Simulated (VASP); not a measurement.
BN: single point with PBE

Crystal: BN.

```xyz
8
Lattice="2.5122 0.0000 0.0000 -1.2561 2.1756 0.0000 0.0000 0.0000 16.6681" Properties=species:S:1:pos:R:3 pbc="T T T"
B     1.2561    0.7252    2.0835
B     1.2561    0.7252   10.4176
B     0.0000    1.4504    6.2505
B     0.0000    1.4504   14.5846
N     0.0000    1.4504    2.0835
N     0.0000    1.4504   10.4176
N     1.2561    0.7252    6.2505
N     1.2561    0.7252   14.5846
```

| Property | Result |
| --- | --- |
| Program | VASP 6.6.1 |
| Task | single point |
| Functional | PBE |
| Potentials or basis | VASP PAW PBE potentials, release 64 (B, N) |
| Cutoff | 520 eV |
| k mesh | 6 × 6 × 1 |
| Occupations | gaussian, width 0.1 eV |
| Spin | no spin polarisation |

| Item | Value |
| --- | --- |
| Pressure | 0.0 GPa |
| Band gap on the k mesh | 4.40 eV |

Stress tensor (GPa, compression positive):
```
 0.10  0.00  0.00
 0.00  0.10  0.00
 0.00  0.00 -0.07
```

Levels at points of the mesh, in eV from the valence-band top:
```
           k point  band 13  band 14  band 15  band 16  band 17  band 18  band 19  band 20
(0.00, 0.00, 0.00)    -1.35    -1.35    -1.35    -1.35     4.40     5.69     5.69     7.78
(0.50, 0.00, 0.00)    -1.02    -0.90    -0.90    -0.78     4.58     4.77     4.77     5.01
```

It took 11 s on 1 thread of Intel(R) Xeon(R) 6975P-C (Granite Rapids) (shared host), peak memory 0.2 GiB.

Caveat: the k points lie up to 0.48 Å⁻¹ apart; this functional lacks dispersion, which binds the layers, so the pressure and a relaxed spacing across them are unreliable. Expect the measured gap to be larger: semilocal functionals such as PBE lack the derivative discontinuity.
